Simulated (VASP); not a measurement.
# Ni (Fm-3m) in VASP: a series of runs

Aim: see how the results for Ni move with the level of theory and the settings. Levels: LDA, LDA+U. Tasks: single point.

Everything below comes from runs of VASP 6.6.1. Logs are shortened: lines on timing, memory, paths and dates and some standing lists are left out, and cuts for length are marked.

## 1. The cell of the first run

The structure is cubic, space group Fm-3m (No. 225). Conventional cell: a = 3.524 Å, b = 3.524 Å, c = 3.524 Å, α = 90.00°, β = 90.00°, γ = 90.00°. Ni (site symmetry m-3m) has 12 Ni at 2.49 Å within 3.3 Å.

## 2. Single point, LDA

File INCAR:

```
SYSTEM = Ni
PREC = Accurate
ENCUT = 520
EDIFF = 1E-6
ISMEAR = -1
SIGMA = 0.1
LREAL = .False.
LASPH = .True.
NELM = 80
ALGO = Normal
ISIF = 2
LWAVE = .False.
LCHARG = .False.
GGA = CA
NBANDS = 17
```

File KPOINTS:

```
Automatic mesh
0
Gamma
  12 12 9
  0 0 0
```

File POSCAR:

```
Ni
1.0
    0.0000000000     -1.7619350000      1.7619350000
    0.0000000000      1.7619350000      1.7619350000
   -3.5238700000      0.0000000000      0.0000000000
Ni
2
Direct
    0.0000000000      0.0000000000      0.0000000000
    0.5000000000      0.5000000000      0.5000000000
```

Potentials or basis: VASP PAW LDA potentials, release 64 (Ni).

Run with:

```sh
cat potpaw_LDA.64/Ni/POTCAR > POTCAR
mpirun -np 1 vasp_std > vasp.out
```

OUTCAR:

```text
SYSTEM = Ni
   PREC = Accurate
   ENCUT = 520
   EDIFF = 1E-6
   ISMEAR = -1
   LREAL = .False.
   LASPH = .True.
   NELM = 80
   ISIF = 2
   GGA = CA

 ion  position               nearest neighbor table
   1  0.000  0.000  0.000-   2 2.49   2 2.49   2 2.49   2 2.49   2 2.49   2 2.49   2 2.49   2 2.49

   2  0.500  0.500  0.500-   1 2.49   1 2.49   1 2.49   1 2.49   1 2.49   1 2.49   1 2.49   1 2.49

  LATTYP: Found a simple tetragonal cell.
 ALAT       =     2.4917523730
 C/A-ratio  =     1.4142135624

  Lattice vectors:

 A1 = (   0.0000000000,  -1.7619350000,   1.7619350000)
 A2 = (   0.0000000000,   1.7619350000,   1.7619350000)
 A3 = (  -3.5238700000,   0.0000000000,   0.0000000000)

Analysis of symmetry for initial positions (statically):
=====================================================================
 Subroutine PRICEL returns following result:

  LATTYP: Found a face centered cubic cell.
 ALAT       =     3.5238700000

  Lattice vectors:

 A1 = (   1.7619350000,   0.0000000000,  -1.7619350000)
 A2 = (   1.7619350000,  -1.7619350000,   0.0000000000)
 A3 = (   0.0000000000,  -1.7619350000,  -1.7619350000)

   2 primitive cells build up your supercell.

 Routine SETGRP: Setting up the symmetry group for a
 simple tetragonal supercell.

 Subroutine GETGRP returns: Found 16 space group operations
 (whereof 16 operations were pure point group operations)
 out of a pool of 16 trial point group operations.

The static configuration has the point symmetry D_4h.

Analysis of symmetry for dynamics (positions and initial velocities):
=====================================================================
 Subroutine PRICEL returns following result:

  LATTYP: Found a face centered cubic cell.
 ALAT       =     3.5238700000

  Lattice vectors:

 A1 = (   1.7619350000,   0.0000000000,  -1.7619350000)
 A2 = (   1.7619350000,  -1.7619350000,   0.0000000000)
 A3 = (   0.0000000000,  -1.7619350000,  -1.7619350000)

   2 primitive cells build up your supercell.

 Routine SETGRP: Setting up the symmetry group for a
 simple tetragonal supercell.

 Subroutine GETGRP returns: Found 16 space group operations
 (whereof 16 operations were pure point group operations)
 out of a pool of 16 trial point group operations.

The dynamic configuration has the point symmetry D_4h.

 Subroutine INISYM returns: Found 16 space group operations
 (whereof 16 operations are pure point group operations),
 and found     2 'primitive' translations

----------------------------------------------------------------------------------------

                                     Primitive cell

  volume of cell :      10.9396

  direct lattice vectors                    reciprocal lattice vectors
     1.761935000  0.000000000 -1.761935000     0.283778914  0.283778914 -0.283778914
     1.761935000 -1.761935000  0.000000000     0.283778914 -0.283778914  0.283778914
     0.000000000 -1.761935000 -1.761935000    -0.283778914 -0.283778914 -0.283778914

  length of vectors
     2.491752373  2.491752373  2.491752373     0.491519496  0.491519496  0.491519496

  position of ions in fractional coordinates (direct lattice)
     0.000000000  0.000000000  0.000000000

  ion indices of the primitive-cell ions
   primitive index   ion index
                 1           1

----------------------------------------------------------------------------------------

 KPOINTS: Automatic mesh

Automatic generation of k-mesh.
 Grid dimensions read from file:
 generate k-points for:   12   12    9

 Generating k-lattice:

  Cartesian coordinates                     Fractional coordinates (reciprocal lattice)
     0.000000000 -0.023648243  0.023648243     0.083333333  0.000000000  0.000000000
     0.000000000  0.023648243  0.023648243     0.000000000  0.083333333  0.000000000
    -0.031530990  0.000000000  0.000000000     0.000000000  0.000000000  0.111111111

  Length of vectors
     0.033443666  0.033443666  0.031530990

  Shift w.r.t. Gamma in fractional coordinates (k-lattice)
     0.000000000  0.000000000  0.000000000

 Subroutine IBZKPT returns following result:
 ===========================================

 Found    140 irreducible k-points:

 Following reciprocal coordinates:
            Coordinates               Weight
  0.000000  0.000000  0.000000      1.000000
  0.083333  0.000000  0.000000      4.000000
  0.166667  0.000000  0.000000      4.000000
  0.250000  0.000000  0.000000      4.000000
  0.333333  0.000000  0.000000      4.000000
  0.416667  0.000000  0.000000      4.000000
[... 16 lines left out ...]
  0.333333  0.333333  0.000000      4.000000
  0.416667  0.333333  0.000000      8.000000
 [... further k-points ...]
   k-points           NKPTS =    140   k-points in BZ     NKDIM =    140   number of bands    NBANDS=     17
   number of dos      NEDOS =    301   number of ions     NIONS =      2
   total plane-waves  NPLWV =  11200
   dimension x,y,z NGX =    20 NGY =   20 NGZ =   28
   dimension x,y,z NGXF=    40 NGYF=   40 NGZF=   56
   ions per type =               2
   NGX,Y,Z   is equivalent  to a cutoff of  13.34, 13.34, 13.21 a.u.
   NGXF,Y,Z  is equivalent  to a cutoff of  26.69, 26.69, 26.42 a.u.
 SYSTEM =  Ni
   PREC   = accura    normal or accurate (medium, high low for compatibility)
   ISTART =      0    job   : 0-new  1-cont  2-samecut
   ICHARG =      2    charge: 1-file 2-atom 10-const
   ISPIN  =      1    spin polarized calculation?
   LNONCOLLINEAR =      F non collinear calculations
   LSORBIT =      F    spin-orbit coupling
   LASPH  =      T    aspherical Exc in radial PAW
   ENCUT  =  520.0 eV  38.22 Ry    6.18 a.u.   4.63  4.63  6.55*2*pi/ulx,y,z
   NELM   =     80;   NELMIN=  2; NELMDL= -5     # of ELM steps
   EDIFF  = 0.1E-05   stopping-criterion for ELM
   LREAL  =      F    real-space projection
   EDIFFG = 0.1E-04   stopping-criterion for IOM
   NSW    =      0    number of steps for IOM
   IBRION =     -1    ionic relax: 0-MD 1-quasi-New 2-CG
   NFREE  =      0    steps in history (QN), initial steepest desc. (CG)
   ISIF   =      2    stress and relaxation
   ISYM   =      2    0-nonsym 1-usesym 2-fastsym
   POTIM  = 0.5000    time-step for ionic-motion
   TEBEG  =    0.0;   TEEND  =   0.0 temperature during run
   PSTRESS=    0.0 pullay stress
   NELECT =      20.0000    total number of electrons
   NUPDOWN=      -1.0000    fix difference up-down
   EMIN   =  10.00;   EMAX   =-10.00  energy-range for DOS
   EFERMI =   0.00;   METHOD = LEGACY
   ISMEAR =    -1;   SIGMA  =   0.10  broadening in eV -4-tet -1-fermi 0-gaus
   EFERMI_NEDOS =   21; number of points for ismear=-14 and -15
   IALGO  =     38    algorithm
   IMIX   =      4    mixing-type and parameters
     AMIX     =   0.40;   BMIX     =  1.00
     AMIX_MAG =   1.60;   BMIX_MAG =  1.00
  volume/ion in A,a.u.               =      10.94        73.82
  Fermi-wavevector in a.u.,A,eV,Ry     =   1.588821  3.002436 34.345893  2.524352
  Thomas-Fermi vector in A             =   2.687765
   LORBIT       =      0    0 simple, 1 ext, 2 COOP (PROOUT), +10 PAW based schemes
   GGA     = CA    functional components
   LHFCALC =     F    Hartree Fock is set to
   AEXX    =    0.0000 exact exchange contribution
   IVDW    =     0    specifies the selected vdW correction
   LEPSILON=     F    determine dielectric tensor
   LRPA    =     F    only Hartree local field effects (RPA)
 non-spin polarized calculation
  energy-cutoff  :      520.00
  volume of cell :       21.88
 maximum number of plane-waves:       605
 NGX is ok and might be reduce to    20
   NGX =  9   NGY =  9   NGZ = 13

 number of electron      19.9999989 magnetization

 Free energy of the ion-electron system (eV)
  ---------------------------------------------------
  ext. energy  EPLUGINS =         0.00000000
  ---------------------------------------------------
  free energy    TOTEN  =       -13.06937778 eV

  energy without entropy =      -12.89485467  energy(sigma->0) =      -12.98211622

 E-fermi :   8.8190     XC(G=0): -13.5790

 val. band max:        8.8179589178   @ k =   0.4167   0.0000   0.3333
 cond. band min:       8.8220429349   @ k =   0.2500   0.0000   0.3333
 fundamental gap:      0.0040840171
 Fermi energy:         8.8190112815

 k-point     1 :       0.0000    0.0000    0.0000
  band No.  band energies     occupation
      1       0.0220      2.00000
      2       4.5635      2.00000
      3       5.1209      2.00000
      4       6.9381      2.00000
      5       6.9392      2.00000
      6       6.9392      2.00000
[... 9 lines left out ...]
     16      28.8145      0.00000
     17      32.1954      0.00000

 k-point     2 :       0.0833    0.0000    0.0000
  band No.  band energies     occupation
      1       0.2024      2.00000
      2       4.6585      2.00000
      3       5.1805      2.00000
      4       6.8857      2.00000
      5       6.9773      2.00000
      6       6.9869      2.00000
[... 9 lines left out ...]
     16      29.5940      0.00000
     17      32.1441      0.00000

 k-point     3 :       0.1667    0.0000    0.0000
  band No.  band energies     occupation
      1       0.7329      2.00000
      2       4.9189      2.00000
      3       5.3459      2.00000
      4       6.7417      2.00000
      5       7.0887      2.00000
      6       7.0985      2.00000
[... 9 lines left out ...]
     16      30.1754      0.00000
     17      30.2246      0.00000

 k-point     4 :       0.2500    0.0000    0.0000
  band No.  band energies     occupation
      1       1.5781      2.00000
      2       5.2803      2.00000
      3       5.5675      2.00000
      4       6.5506      2.00000
      5       7.1624      2.00000
      6       7.2086      2.00000
[... 9 lines left out ...]
     16      27.7304      0.00000
     17      28.5367      0.00000
[... 343 lines left out ...]
      1       4.9416      2.00000
      2       4.9416      2.00000
      3       5.5979      2.00000
      4       5.5979      2.00000
      5       7.0951      2.00000
      6       7.0951      2.00000
[... 9 lines left out ...]
     16      22.3982      0.00000
     17      23.2612      0.00000

 k-point    23 :       0.3333    0.3333    0.0000
  band No.  band energies     occupation
      1       4.2034      2.00000
      2       5.1893      2.00000
      3       5.5475      2.00000
      4       5.6138      2.00000
      5       7.1338      2.00000
      6       7.9856      1.99952
[... 9 lines left out ...]
     16      24.6492      0.00000
     17      25.8242      0.00000

 k-point    24 :       0.4167    0.3333    0.0000
  band No.  band energies     occupation
      1       4.5296      2.00000
      2       4.9664      2.00000
      3       5.3945      2.00000
      4       5.4201      2.00000
      5       7.5809      1.99999
      6       8.1037      1.99844
[... 9 lines left out ...]
     16      22.4949      0.00000
     17      24.3267      0.00000

 [... further k-points ...]

------------------------ aborting loop because EDIFF is reached ----------------------------------------

  FORCE on cell =-STRESS in cart. coord.  units (eV):
  Direction    XX          YY          ZZ          XY          YZ          ZX
  --------------------------------------------------------------------------------------
  -------------------------------------------------------------------------------------
  Total       -2.4668526     -2.4875731     -2.4875731      0.0000000      0.0000000     -0.0000000
  in kB     -180.6442524   -182.1615841   -182.1615841      0.0000000      0.0000000     -0.0000000
  external PRESSURE =    -181.6558068 kB  Pullay stress =       0.0000000 kB

 VOLUME and BASIS-vectors are now :
 -----------------------------------------------------------------------------
  energy-cutoff  :      520.00
  volume of cell :       21.88
      direct lattice vectors                 reciprocal lattice vectors
     0.000000000 -1.761935000  1.761935000     0.000000000 -0.283778914  0.283778914
     0.000000000  1.761935000  1.761935000     0.000000000  0.283778914  0.283778914
    -3.523870000  0.000000000  0.000000000    -0.283778914  0.000000000  0.000000000

 POSITION                                       TOTAL-FORCE (eV/Angst)
 -----------------------------------------------------------------------------------
      0.00000      0.00000      0.00000         0.000000      0.000000     -0.000000
     -1.76194      0.00000      1.76194         0.000000     -0.000000      0.000000
 -----------------------------------------------------------------------------------
    total drift:                               -0.000000      0.000000      0.000000

  FREE ENERGIE OF THE ION-ELECTRON SYSTEM (eV)
  ---------------------------------------------------
  free  energy   TOTEN  =       -13.0693777773 eV

  energy  without entropy=      -12.8948546711  energy(sigma->0) =      -12.98211622
```

It took 71 s on 1 thread of Intel Xeon 8259CL, shared host; peak memory 0.15 GiB.

Results:

```yaml
Free_energy: -13.0694 eV
Pressure: -18.2 GPa
Band_gap_on_the_k_mesh: zero (bands 10 and 11 overlap by 0.63 eV)
```

Caveat: the cell stands under tension; the run has no spin polarisation, though such a crystal can be magnetic.

## 3. Single point, LDA+U

File INCAR:

```
SYSTEM = Ni
ALGO = Normal ; EDIFF = 1E-6
ENCUT = 520 ; ISIF = 2
ISMEAR = -1 ; LASPH = .TRUE.
LCHARG = .FALSE. ; LDAU = .TRUE.
LDAUJ = 0 ; LDAUL = 2
LDAUPRINT = 1 ; LDAUTYPE = 2
LDAUU = 2 ; LMAXMIX = 4
LREAL = .FALSE. ; LWAVE = .FALSE.
NBANDS = 17 ; NELM = 150
PREC = Accurate ; SIGMA = 0.1
```

File KPOINTS:

```
k-points
0
G
  12 12 9
  0 0 0
```

POSCAR is that of step 2.

Potentials or basis: VASP PAW LDA potentials, release 64 (Ni).

Run with:

```sh
cat potpaw_LDA.64/Ni/POTCAR > POTCAR
mpirun -np 1 vasp_std > vasp.out
```

It took 70 s on 1 thread of Intel Xeon 8259CL, shared host; peak memory 0.15 GiB.

The run converged. Its results:

```
Free energy            : -10.3980 eV
Pressure               : -22.7 GPa
Band gap on the k mesh : zero (bands 10 and 11 overlap by 0.72 eV)
```

Levels at points of the mesh, in eV from the Fermi level:
```tsv
k point	band 6	band 7	band 8	band 9	band 10	band 11	band 12	band 13	band 14	band 15
(0.00, 0.00, 0.00)	-1.88	-0.86	-0.86	-0.12	0.16	0.16	3.02	9.64	15.31	15.31
(0.50, 0.00, 0.00)	-2.34	-1.30	-1.30	-0.79	-0.79	1.55	1.55	11.96	11.96	13.35
(0.50, 0.50, 0.00)	-0.12	0.16	0.16	0.16	0.16	3.02	3.02	9.64	9.64	15.31
```

Eigenvalues of the final occupation matrices:
```
    site  spin  trace               eigenvalues
site 1 d     1   4.23  0.82 0.82 0.82 0.88 0.88
site 1 d     2   4.23  0.82 0.82 0.82 0.88 0.88
site 2 d     1   4.23  0.82 0.82 0.82 0.88 0.88
site 2 d     2   4.23  0.82 0.82 0.82 0.88 0.88
```

Caveat: the cell stands under tension; the run has no spin polarisation, though such a crystal can be magnetic; U without spin polarisation on a metal has little footing; the U is typed as a test and isn't derived for this compound.

## 4. Single point, LDA, collinear spin, ferromagnetic start

File INCAR:

```
PREC     = Accurate       # precision mode
ENCUT    = 520            # plane-wave cutoff, eV
EDIFF    = 1E-7           # SCF threshold, eV
ISMEAR   = -1             # smearing method
SIGMA    = 0.1            # smearing width, eV
LREAL    = False          # projectors in reciprocal space
LASPH    = True           # aspherical terms in the spheres
NELM     = 150            # most SCF steps
ALGO     = Normal         # electronic algorithm
ISIF     = 2              # what is computed and relaxed
LWAVE    = False          # write WAVECAR
LCHARG   = False          # write CHGCAR
ISPIN    = 2              # spin polarisation
MAGMOM   = 1.5 1.5        # initial moments
LORBIT   = 11             # projections on sites
LMAXMIX  = 4              # l up to which the mixer works
GGA      = CA             # functional
NBANDS   = 21             # bands
```

File KPOINTS:

```
regular mesh
0
Gamma
  12 12 9
```

POSCAR is that of step 3.

Run with:

```sh
cat potpaw_LDA.64/Ni/POTCAR > POTCAR
mpirun -np 1 vasp_std > vasp.out
```

Wall time 3.2 min (1 thread of Intel Xeon 8259CL, shared host); peak memory 0.19 GiB.

Results (log left out):

```yaml
Free_energy: -13.1069 eV
Pressure: -17.4 GPa
Net_moment: 1.14 μB per cell
Site_moments: Ni +0.57 μB
Valence_electrons_inside_the_program's_atomic_spheres: Ni 9.31
```

Stress tensor (GPa, compression positive):
```
-17.37   0.00   0.00
  0.00 -17.45   0.00
  0.00   0.00 -17.45
```

Levels at points of the mesh, in eV from the Fermi level:
Spin up:
```tsv
k point	band 7	band 8	band 9	band 10	band 11	band 12	band 13	band 14	band 15	band 16
(0.00, 0.00, 0.00)	-1.16	-1.16	-0.45	-0.31	-0.31	2.47	9.25	14.74	14.74	19.78
(0.50, 0.00, 0.00)	-1.59	-1.59	-1.24	-1.24	1.07	1.07	11.53	11.53	12.90	12.90
(0.50, 0.50, 0.00)	-0.31	-0.31	-0.31	-0.31	2.47	2.47	9.25	9.25	14.74	14.74
```
Spin down:
```tsv
k point	band 7	band 8	band 9	band 10	band 11	band 12	band 13	band 14
(0.00, 0.00, 0.00)	-0.62	-0.62	0.12	0.34	0.34	2.51	9.51	14.80
(0.50, 0.00, 0.00)	-1.08	-1.08	-0.62	-0.62	1.55	1.55	11.74	11.74
(0.50, 0.50, 0.00)	0.34	0.34	0.34	0.34	2.51	2.51	9.51	9.51
```

Caveat: the cell stands under tension.

## 5. Single point, LDA, collinear spin, ferromagnetic start

File INCAR:

```
SYSTEM = Ni
ALGO = Normal
EDIFF = 1E-6
ENCUT = 520
ISIF = 2
ISMEAR = -1
ISPIN = 2
LASPH = .True.
LCHARG = .True.
LELF = .True.
LMAXMIX = 4
LORBIT = 11
LREAL = .False.
LVHAR = .True.
LWAVE = .False.
MAGMOM = 1.5 1.5
NBANDS = 21
NELM = 150
PREC = Accurate
SIGMA = 0.1
```

File KPOINTS:

```
k-points
0
Gamma
  12 12 9
  0 0 0
```

POSCAR is that of step 4.

Run with:

```sh
cat potpaw_LDA.64/Ni/POTCAR > POTCAR
mpirun -np 1 vasp_std > vasp.out
```

Wall time 2.9 min (1 thread of Intel Xeon 8259CL, shared host); peak memory 0.2 GiB.

It converged, with:

```
Free energy                                           : -13.1069 eV
Pressure                                              : -17.4 GPa
Net moment                                            : 1.14 μB per cell
Site moments                                          : Ni +0.57 μB
Valence electrons inside the program's atomic spheres : Ni 9.31
```

Stress tensor (GPa, compression positive):
```
-17.34   0.00   0.00
  0.00 -17.42   0.00
  0.00   0.00 -17.42
```

Levels at points of the mesh, in eV from the Fermi level:
Spin up:
```csv
k point,band 9,band 10,band 11,band 12,band 13,band 14
"(0.00, 0.00, 0.00)",-0.45,-0.31,-0.31,2.47,9.25,14.74
"(0.50, 0.00, 0.00)",-1.24,-1.24,1.07,1.07,11.53,11.53
"(0.50, 0.50, 0.00)",-0.31,-0.31,2.47,2.47,9.25,9.25
```
Spin down:
```
           k point  band 7  band 8  band 9  band 10  band 11  band 12  band 13  band 14
(0.00, 0.00, 0.00)   -0.62   -0.62    0.12     0.34     0.34     2.51     9.51    14.80
(0.50, 0.00, 0.00)   -1.08   -1.08   -0.62    -0.62     1.55     1.55    11.74    11.74
(0.50, 0.50, 0.00)    0.34    0.34    0.34     0.34     2.51     2.51     9.51     9.51
```

Caveat: the cell stands under tension.

## 6. Single point, LDA, collinear spin, antiferromagnetic start

File INCAR:

```
SYSTEM = Ni
ALGO = Normal ; EDIFF = 1E-7
ENCUT = 520 ; ISIF = 2
ISMEAR = -1 ; ISPIN = 2
LASPH = .True. ; LCHARG = .False.
LMAXMIX = 4 ; LORBIT = 11
LREAL = .False. ; LWAVE = .False.
MAGMOM = 1.5 -1.5 ; NBANDS = 21
NELM = 150 ; PREC = Accurate
SIGMA = 0.1
```

KPOINTS is that of step 5.

POSCAR is that of step 5.

Potentials or basis: VASP PAW LDA potentials, release 64 (Ni).

Run with:

```sh
cat potpaw_LDA.64/Ni/POTCAR > POTCAR
mpirun -np 1 vasp_std > vasp.out
```

It took 3.1 min on 1 thread of Intel Xeon 8259CL, shared host; peak memory 0.2 GiB.

The run converged. Its results:

* Free energy: -13.0694 eV
* Pressure: -18.2 GPa
* Band gap on the k mesh: zero (filled and empty bands overlap)
* Net moment: 0.00 μB per cell
* Valence electrons inside the program's atomic spheres: Ni 9.31

Stress tensor (GPa, compression positive):
```
-18.06   0.00   0.00
  0.00 -18.21   0.00
  0.00   0.00 -18.21
```

Levels at points of the mesh, in eV from the Fermi level:
Spin up:
```
           k point  band 7  band 8  band 9  band 10  band 11  band 12  band 13  band 14
(0.00, 0.00, 0.00)   -0.76   -0.76   -0.04     0.14     0.14     2.60     9.50    14.88
(0.50, 0.00, 0.00)   -1.21   -1.21   -0.81    -0.81     1.43     1.43    11.75    11.75
(0.50, 0.50, 0.00)    0.14    0.14    0.14     0.14     2.60     2.60     9.50     9.50
```
Spin down:
```tsv
k point	band 7	band 8	band 9	band 10	band 11	band 12	band 13	band 14
(0.00, 0.00, 0.00)	-0.76	-0.76	-0.04	0.14	0.14	2.60	9.50	14.88
(0.50, 0.00, 0.00)	-1.21	-1.21	-0.81	-0.81	1.43	1.43	11.75	11.75
(0.50, 0.50, 0.00)	0.14	0.14	0.14	0.14	2.60	2.60	9.50	9.50
```

Caveat: the cell stands under tension; the moments typed at the start vanished in this run.

[end of part 1 of 2]
